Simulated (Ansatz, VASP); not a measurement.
## W: VASP beside Ansatz

```
CELL_PARAMETERS angstrom
-1.92764 1.92782 1.35914
1.92782 -1.92764 1.35914
3.23976 3.23976 -1.35881
ATOMIC_POSITIONS crystal
W 0.00002 0.99998 0.00000
W 0.74998 0.25002 0.50000
```

Alike in both runs: task single point; functional LDA; k mesh 15 × 15 × 8; occupations fermi-dirac, width 0.1 eV; no spin polarisation.

|  | VASP | Ansatz |
| --- | --- | --- |
| version | VASP 6.6.1 | Ansatz 0.2.0 |
| potentials or method | VASP PAW LDA potentials, release 64 (W_sv), cutoff 520 eV | plane waves (420 eV) with PAW, scalar-relativistic |
| valence electrons in the cell | 28 | 28 |

|  | VASP | Ansatz | Ansatz less VASP |
| --- | --- | --- | --- |
| pressure (GPa) | -19.5 | -20.8 | -1.35 |
| traceless stress, the component that is largest in VASP (GPa) | -1.12 | -1.24 | -0.123 |

Ansatz warns that its potentials were made for another functional, while VASP's fit it. LDA's correlation is that of Perdew and Zunger in VASP and of Perdew and Wang (1992) in Ansatz.

Spin-orbit coupling is off throughout.
